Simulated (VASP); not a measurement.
LiCl, 8 atoms in the cell. It takes space group P2_1/c (No. 14, monoclinic). The conventional cell has a = 4.229 Å, b = 3.005 Å, c = 7.309 Å, α = 90.00°, β = 100.01°, γ = 90.00°. Within 3.1 Å of Li (site symmetry 1) lie 6 Cl at 2.18 to 2.90 Å and 6 Li at 2.77 to 3.01 Å. Cl (site symmetry 1) has 6 Li at 2.18 to 2.90 Å and 6 Cl at 2.77 to 3.01 Å within 3.1 Å. The cell was generated, and may not be a known phase.

```yaml
Program: VASP 6.6.1
Task: relaxation of cell and atoms
Functional: PBE
Potentials_or_basis: VASP PAW PBE potentials, release 64 (Li_sv, Cl)
Cutoff: 600 eV
k_mesh: 4 × 6 × 4
Occupations: gaussian, width 0.1 eV
Spin: no spin polarisation
Dipole_correction: no
Further_INCAR_settings: ALGO = Normal; EDIFF = 1e-07; IBRION = 2; EDIFFG = -0.04; NSW = 90; ISIF = 3
```

Potentials or basis: VASP PAW PBE potentials, release 64 (Li_sv, Cl).

Command:

```console
$ cat potpaw_PBE.64/Li_sv/POTCAR potpaw_PBE.64/Cl/POTCAR > POTCAR
$ mpirun -np 1 vasp_std > vasp.out
```

Hardware: 1 thread of Intel(R) Xeon(R) Platinum 8259CL CPU @ 2.50GHz (Skylake/Cascade Lake), with other jobs on the host.

Question: Estimate the wall time of this run.

Answer: It took 20 min on 1 thread of Intel(R) Xeon(R) Platinum 8259CL CPU @ 2.50GHz (Skylake/Cascade Lake), with other jobs on the host, peak memory 0.26 GiB. Counts: scf iterations 206, k points 40, ion steps 21.
